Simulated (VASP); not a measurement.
# Ag (Pm-3m) in VASP: further runs

The runs below take Ag through single point, with PBEsol.

Program: VASP 6.6.1. These are calculated values, not measurements. Logs are shortened: lines on timing, memory, paths and dates and some standing lists are left out, and cuts for length are marked.

**1. The cell of the first run**

Symmetry: Pm-3m, No. 221, cubic system. The conventional cell has a = 2.574 Å, b = 2.574 Å, c = 2.574 Å, α = 90.00°, β = 90.00°, γ = 90.00°. Ag (site symmetry m-3m) has 6 Ag at 2.57 Å within 3.4 Å.

**2. Single point, PBEsol (volume scaled by 0.88)**

INCAR

```
ALGO = Normal
EDIFF = 1E-6
ENCUT = 520
GGA = PS
ISIF = 2
ISMEAR = -1
LASPH = True
LCHARG = True
LELF = True
LREAL = False
LVHAR = True
LWAVE = False
NBANDS = 12
NELM = 60
PREC = Accurate
SIGMA = 0.1
```

KPOINTS

```
k-points
0
Gamma
  13 13 13
```

POSCAR

```
Ag
1.0
    2.5735302288      0.0000000000      0.0000000000
    0.0000000000      2.5735302288      0.0000000000
    0.0000000000      0.0000000000      2.5735302288
Ag
1
Direct
    0.0000000000      0.0000000000      0.0000000000
```

Potentials or basis: VASP PAW PBE potentials, release 64 (Ag).

Command:

```
> cat potpaw_PBE.64/Ag/POTCAR > POTCAR
> mpirun -np 1 vasp_std > vasp.out
```

OUTCAR:

```text
EDIFF = 1E-6
   ENCUT = 520
   GGA = PS
   ISIF = 2
   ISMEAR = -1
   LASPH = True
   LREAL = False
   NELM = 60
   PREC = Accurate

 ion  position               nearest neighbor table
   1  0.000  0.000  0.000-

  LATTYP: Found a simple cubic cell.
 ALAT       =     2.5735302288

  Lattice vectors:

 A1 = (   2.5735302288,   0.0000000000,   0.0000000000)
 A2 = (   0.0000000000,   2.5735302288,   0.0000000000)
 A3 = (   0.0000000000,   0.0000000000,   2.5735302288)

Analysis of symmetry for initial positions (statically):
=====================================================================
 Subroutine PRICEL returns:
 Original cell was already a primitive cell.

 Routine SETGRP: Setting up the symmetry group for a
 simple cubic supercell.

 Subroutine GETGRP returns: Found 48 space group operations
[... 9 lines left out ...]

 Routine SETGRP: Setting up the symmetry group for a
 simple cubic supercell.

 Subroutine GETGRP returns: Found 48 space group operations
[... 11 lines left out ...]
                                     Primitive cell

  volume of cell :      17.0446

  direct lattice vectors                    reciprocal lattice vectors
     2.573530229  0.000000000  0.000000000     0.388571305  0.000000000  0.000000000
     0.000000000  2.573530229  0.000000000     0.000000000  0.388571305  0.000000000
     0.000000000  0.000000000  2.573530229     0.000000000  0.000000000  0.388571305

  length of vectors
     2.573530229  2.573530229  2.573530229     0.388571305  0.388571305  0.388571305

  position of ions in fractional coordinates (direct lattice)
     0.000000000  0.000000000  0.000000000

  ion indices of the primitive-cell ions
   primitive index   ion index
                 1           1

----------------------------------------------------------------------------------------

 KPOINTS: k-points

Automatic generation of k-mesh.
 Grid dimensions read from file:
 generate k-points for:   13   13   13

 Generating k-lattice:

  Cartesian coordinates                     Fractional coordinates (reciprocal lattice)
     0.029890100  0.000000000  0.000000000     0.076923077  0.000000000  0.000000000
     0.000000000  0.029890100  0.000000000     0.000000000  0.076923077  0.000000000
     0.000000000  0.000000000  0.029890100     0.000000000  0.000000000  0.076923077

  Length of vectors
     0.029890100  0.029890100  0.029890100

  Shift w.r.t. Gamma in fractional coordinates (k-lattice)
     0.000000000  0.000000000  0.000000000
[... 49 lines left out ...]
   ENCUT  =  520.0 eV  38.22 Ry    6.18 a.u.   4.79  4.79  4.79*2*pi/ulx,y,z
   NELM   =     60;   NELMIN=  2; NELMDL= -5     # of ELM steps
   EDIFF  = 0.1E-05   stopping-criterion for ELM
   LREAL  =      F    real-space projection
[... 7 lines left out ...]
   TEBEG  =    0.0;   TEEND  =   0.0 temperature during run
   PSTRESS=    0.0 pullay stress
   NELECT =      11.0000    total number of electrons
   NUPDOWN=      -1.0000    fix difference up-down
   EMIN   =  10.00;   EMAX   =-10.00  energy-range for DOS
   EFERMI =   0.00;   METHOD = LEGACY
   ISMEAR =    -1;   SIGMA  =   0.10  broadening in eV -4-tet -1-fermi 0-gaus
   EFERMI_NEDOS =   21; number of points for ismear=-14 and -15
   IALGO  =     38    algorithm
   IMIX   =      4    mixing-type and parameters
     AMIX     =   0.40;   BMIX     =  1.00
     AMIX_MAG =   1.60;   BMIX_MAG =  1.00
  volume/ion in A,a.u.               =      17.04       115.02
  Fermi-wavevector in a.u.,A,eV,Ry     =   1.414739  2.673470 27.231892  2.001488
  Thomas-Fermi vector in A             =   2.536250
   LORBIT       =      0    0 simple, 1 ext, 2 COOP (PROOUT), +10 PAW based schemes
   GGA     = PS    functional components
   LHFCALC =     F    Hartree Fock is set to
   AEXX    =    0.0000 exact exchange contribution
   IVDW    =     0    specifies the selected vdW correction
   LEPSILON=     F    determine dielectric tensor
   LRPA    =     F    only Hartree local field effects (RPA)
 non-spin polarized calculation
  energy-cutoff  :      520.00
  volume of cell :       17.04
 maximum number of plane-waves:       466
 NGX is ok and might be reduce to    20
   NGX =  9   NGY =  9   NGZ =  9

 number of electron      10.9999999 magnetization

 Free energy of the ion-electron system (eV)
  ---------------------------------------------------
  ext. energy  EPLUGINS =         0.00000000
  ---------------------------------------------------
  free energy    TOTEN  =        -2.81460201 eV

  energy without entropy =       -2.80434768  energy(sigma->0) =       -2.80947484

 E-fermi :   8.1143     XC(G=0): -12.3178

 val. band max:        8.1063225334   @ k =   0.3077   0.3077   0.2308
 cond. band min:       8.1933791427   @ k =   0.3846   0.3077   0.0769
 fundamental gap:      0.0870566093
 Fermi energy:         8.1143390015

 k-point     1 :       0.0000    0.0000    0.0000
  band No.  band energies     occupation
      1       0.4814      2.00000
      2       1.3961      2.00000
      3       1.3961      2.00000
      4       5.4696      2.00000
      5       5.4696      2.00000
      6       5.4696      2.00000
      7      23.5269      0.00000
      8      23.5269      0.00000
      9      23.5269      0.00000
     10      29.6268      0.00000
     11      29.6268      0.00000
     12      30.1247      0.00000
[... 331 lines left out ...]
 k-point    24 :       0.3846    0.3077    0.0000
  band No.  band energies     occupation
      1       2.1050      2.00000
      2       2.2209      2.00000
      3       4.4214      2.00000
      4       4.5668      2.00000
      5       4.7069      2.00000
      6       7.9712      1.61413
      7      14.0506      0.00000
      8      19.2428      0.00000
      9      23.9417      0.00000
     10      29.4847      0.00000
     11      31.5268      0.00000
     12      32.9838      0.00000

 [... further k-points ...]

------------------------ aborting loop because EDIFF is reached ----------------------------------------

  FORCE on cell =-STRESS in cart. coord.  units (eV):
  Direction    XX          YY          ZZ          XY          YZ          ZX
  --------------------------------------------------------------------------------------
  -------------------------------------------------------------------------------------
  Total        1.6729428      1.6729428      1.6729428      0.0000000      0.0000000     -0.0000000
  in kB      157.2547830    157.2547830    157.2547830      0.0000000      0.0000000     -0.0000000
  external PRESSURE =     157.2547830 kB  Pullay stress =       0.0000000 kB

 VOLUME and BASIS-vectors are now :
 -----------------------------------------------------------------------------
  energy-cutoff  :      520.00
  volume of cell :       17.04
      direct lattice vectors                 reciprocal lattice vectors
     2.573530229  0.000000000  0.000000000     0.388571305  0.000000000  0.000000000
     0.000000000  2.573530229  0.000000000     0.000000000  0.388571305  0.000000000
     0.000000000  0.000000000  2.573530229     0.000000000  0.000000000  0.388571305

 POSITION                                       TOTAL-FORCE (eV/Angst)
 -----------------------------------------------------------------------------------
      0.00000      0.00000      0.00000         0.000000      0.000000      0.000000
 -----------------------------------------------------------------------------------
    total drift:                                0.000000      0.000000      0.000000

  FREE ENERGIE OF THE ION-ELECTRON SYSTEM (eV)
  ---------------------------------------------------
  free  energy   TOTEN  =        -2.8146020079 eV

  energy  without entropy=       -2.8043476764  energy(sigma->0) =       -2.80947484
```

Run time: 5 s. Hardware: 1 thread of Intel Xeon 6975P-C (Granite Rapids), shared host; peak memory 0.13 GiB.

Results:

```yaml
Free_energy: -2.8146 eV
Pressure: 15.7 GPa
```

Caveat: the cell differs from its parent crystal (volume scaled by 0.88); the PAW data sets were made with another functional, which shifts forces and pressure a little.

**3. Single point, PBEsol (volume scaled by 0.92)**

INCAR

```
SYSTEM = Ag
PREC = Accurate
ENCUT = 520
EDIFF = 1E-7
ISMEAR = -1
SIGMA = 0.1
LREAL = .False.
LASPH = .True.
NELM = 100
ALGO = Normal
ISIF = 2
LWAVE = .False.
LCHARG = .False.
GGA = PS
NBANDS = 12
```

KPOINTS

```
Automatic mesh
0
Gamma
  13 13 13
  0 0 0
```

POSCAR

```
Ag
1.0
    2.6119467915      0.0000000000      0.0000000000
    0.0000000000      2.6119467915      0.0000000000
    0.0000000000      0.0000000000      2.6119467915
Ag
1
Direct
    0.0000000000      0.0000000000      0.0000000000
```

Potentials or basis: VASP PAW PBE potentials, release 64 (Ag).

Command:

```
> cat potpaw_PBE.64/Ag/POTCAR > POTCAR
> mpirun -np 1 vasp_std > vasp.out
```

It took 4.9 s on 1 thread of Intel Xeon 6975P-C (Granite Rapids), shared host; peak memory 0.13 GiB.

Results (log left out):

```
Free energy : -2.8741 eV
Pressure    : 9.0 GPa
```

Levels at points of the mesh, in eV from the Fermi level:
```tsv
k point	band 3	band 4	band 5	band 6	band 7	band 8	band 9	band 10
(0.00, 0.00, 0.00)	-6.45	-2.66	-2.66	-2.66	15.07	15.07	15.07	20.92
```

Caveat: the cell differs from its parent crystal (volume scaled by 0.92); the PAW data sets were made with another functional, which shifts forces and pressure a little.

**4. Single point, PBEsol (volume scaled by 0.96)**

INCAR

```
SYSTEM = Ag
  ALGO = Normal
  EDIFF = 1E-6
  ENCUT = 520
  GGA = PS
  ISIF = 2
  ISMEAR = -1
  LASPH = .True.
  LCHARG = .True.
  LELF = .True.
  LREAL = .False.
  LVHAR = .True.
  LWAVE = .False.
  NBANDS = 12
  NELM = 100
  PREC = Accurate
  SIGMA = 0.1
```

KPOINTS

```
k-points
0
Gamma
  13 13 13
  0 0 0
```

POSCAR

```
Ag
1.0
    2.6492653590      0.0000000000      0.0000000000
    0.0000000000      2.6492653590      0.0000000000
    0.0000000000      0.0000000000      2.6492653590
Ag
1
Direct
    0.0000000000      0.0000000000      0.0000000000
```

Command:

```
> cat potpaw_PBE.64/Ag/POTCAR > POTCAR
> mpirun -np 1 vasp_std > vasp.out
```

Wall time 5.1 s (1 thread of Intel Xeon 6975P-C (Granite Rapids), shared host); peak memory 0.13 GiB.

It converged, with:

| Item | Value |
| --- | --- |
| Free energy | -2.9048 eV |
| Pressure | 3.8 GPa |

Levels at points of the mesh, in eV from the Fermi level:
| k point | band 3 | band 4 | band 5 | band 6 | band 7 | band 8 | band 9 | band 10 |
| --- | --- | --- | --- | --- | --- | --- | --- | --- |
| (0.00, 0.00, 0.00) | -6.20 | -2.67 | -2.67 | -2.67 | 14.74 | 14.74 | 14.74 | 20.36 |

Caveat: the cell differs from its parent crystal (volume scaled by 0.96); the PAW data sets were made with another functional, which shifts forces and pressure a little.

**5. Single point, PBEsol**

This run uses another cell than the first one, of 19.37 Å³/atom, 1.136 times its volume.

INCAR

```
SYSTEM = Ag
  PREC = Accurate
  ENCUT = 520
  EDIFF = 1E-7
  ISMEAR = -1
  SIGMA = 0.1
  LREAL = .FALSE.
  LASPH = .TRUE.
  NELM = 80
  ALGO = Normal
  ISIF = 2
  LWAVE = .FALSE.
  LCHARG = .TRUE.
  GGA = PS
  LELF = .TRUE.
  LVHAR = .TRUE.
  NBANDS = 12
```

KPOINTS

```
Automatic mesh
0
G
  12 12 12
  0 0 0
```

POSCAR

```
Ag
1.0
    2.6855611756      0.0000000000      0.0000000000
    0.0000000000      2.6855611756      0.0000000000
    0.0000000000      0.0000000000      2.6855611756
Ag
1
Direct
    0.0000000000      0.0000000000      0.0000000000
```

Potentials or basis: VASP PAW PBE potentials, release 64 (Ag).

Command:

```
> cat potpaw_PBE.64/Ag/POTCAR > POTCAR
> mpirun -np 1 vasp_std > vasp.out
```

OUTCAR:

```text
SYSTEM = Ag
   PREC = Accurate
   ENCUT = 520
   EDIFF = 1E-7
   ISMEAR = -1
   LREAL = .FALSE.
   LASPH = .TRUE.
   NELM = 80
   ISIF = 2
   GGA = PS

 ion  position               nearest neighbor table
   1  0.000  0.000  0.000-

  LATTYP: Found a simple cubic cell.
 ALAT       =     2.6855611756

  Lattice vectors:

 A1 = (   2.6855611756,   0.0000000000,   0.0000000000)
 A2 = (   0.0000000000,   2.6855611756,   0.0000000000)
 A3 = (   0.0000000000,   0.0000000000,   2.6855611756)

[... 536 lines left out ...]
     11      29.0742      0.00000
     12      29.5518      0.00000

 [... further k-points ...]

------------------------ aborting loop because EDIFF is reached ----------------------------------------

  FORCE on cell =-STRESS in cart. coord.  units (eV):
  Direction    XX          YY          ZZ          XY          YZ          ZX
  --------------------------------------------------------------------------------------
  -------------------------------------------------------------------------------------
  Total       -0.0234738     -0.0234738     -0.0234738      0.0000000      0.0000000      0.0000000
  in kB       -1.9417340     -1.9417340     -1.9417340      0.0000000      0.0000000      0.0000000
  external PRESSURE =      -1.9417340 kB  Pullay stress =       0.0000000 kB

 VOLUME and BASIS-vectors are now :
 -----------------------------------------------------------------------------
  energy-cutoff  :      520.00
  volume of cell :       19.37
      direct lattice vectors                 reciprocal lattice vectors
     2.685561176  0.000000000  0.000000000     0.372361654  0.000000000  0.000000000
     0.000000000  2.685561176  0.000000000     0.000000000  0.372361654  0.000000000
     0.000000000  0.000000000  2.685561176     0.000000000  0.000000000  0.372361654

 POSITION                                       TOTAL-FORCE (eV/Angst)
 -----------------------------------------------------------------------------------
      0.00000      0.00000      0.00000         0.000000      0.000000      0.000000
 -----------------------------------------------------------------------------------
    total drift:                               -0.000000      0.000000      0.000000

  FREE ENERGIE OF THE ION-ELECTRON SYSTEM (eV)
  ---------------------------------------------------
  free  energy   TOTEN  =        -2.9135934878 eV

  energy  without entropy=       -2.9029144130  energy(sigma->0) =       -2.90825395
```

stdout:

```text
POSCAR found type information on POSCAR Ag
 POSCAR found :  1 types and       1 ions
 scaLAPACK will be used
 -----------------------------------------------------------------------------
|                                                                             |
|                                                                             |
|     You enforced a specific xc type in the INCAR file but a different       |
|     I HOPE YOU KNOW WHAT YOU ARE DOING!                                     |
|                                                                             |
 -----------------------------------------------------------------------------

 LDA part: xc-table for (Slater+PW92), standard interpolation
 POSCAR, INCAR and KPOINTS ok, starting setup
 FFT: planning ... GRIDC
 FFT: planning ... GRID_SOFT
 FFT: planning ... GRID
 WAVECAR not read
 entering main loop
```

Wall time 5.2 s (1 thread of Intel Xeon 6975P-C (Granite Rapids), shared host); peak memory 0.13 GiB.

What came out:

* Free energy: -2.9136 eV
* Pressure: -0.2 GPa

Caveat: the PAW data sets were made with another functional, which shifts forces and pressure a little.

**6. Overview**

| cell | k mesh | gap on the mesh (eV) | pressure (GPa) |
| --- | --- | --- | --- |
| a = 2.574 Å, 1 atom | 13 × 13 × 13 | none | 15.7 |
| a = 2.612 Å, 1 atom | 13 × 13 × 13 | none | 9.0 |
| a = 2.649 Å, 1 atom | 13 × 13 × 13 | none | 3.8 |
| a = 2.686 Å, 1 atom | 12 × 12 × 12 | none | -0.2 |

Alike in all rows: task single point; level PBEsol; potentials or basis VASP PAW PBE potentials, release 64 (Ag); no spin polarisation; cutoff (eV) 520; smearing fermi-dirac 0.1 eV.

Caveats: the PAW data sets were made with another functional, which shifts forces and pressure a little.

Absolute energies hang on the potentials; compare differences alone.
